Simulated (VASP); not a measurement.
## Mg2O (antifluorite type): single point with PBE

The system is Mg2O (antifluorite type).

```
Mg O
1.0
     0.00000    2.78159    2.78159
     2.78159    0.00000    2.78159
     2.78159    2.78159    0.00000
Mg O
2 1
Direct
  0.25000 0.25000 0.25000
  0.75000 0.75000 0.75000
  0.00000 0.00000 0.00000
```

```json
{
  "Program": "VASP 6.6.1",
  "Task": "single point",
  "Functional": "PBE",
  "Potentials or basis": "VASP PAW PBE potentials, release 64 (Mg, O)",
  "Cutoff": "520 eV",
  "k mesh": "17 × 17 × 17",
  "Occupations": "fermi-dirac, width 0.0612256 eV",
  "Spin": "no spin polarisation"
}
```

```json
{
 "Pressure": "2.2 GPa",
 "Band gap on the k mesh": "0.16 eV (least direct gap 0.24 eV)"
}
```

Levels at points of the mesh, in eV from the valence-band top:
| k point | band 1 | band 2 | band 3 | band 4 | band 5 | band 6 | band 7 | band 8 | band 9 | band 10 |
| --- | --- | --- | --- | --- | --- | --- | --- | --- | --- | --- |
| (0.00, 0.00, 0.00) | -19.59 | -5.04 | -4.97 | -4.97 | -4.97 | 4.55 | 4.55 | 4.55 | 7.80 | 7.80 |

Run time: 34 s on 1 thread of AMD EPYC 9R45 96-Core Processor (Zen 5) (shared host), peak memory 0.2 GiB.

Caveat: an odd mesh through Γ misses points on the zone boundary, where band edges can lie.
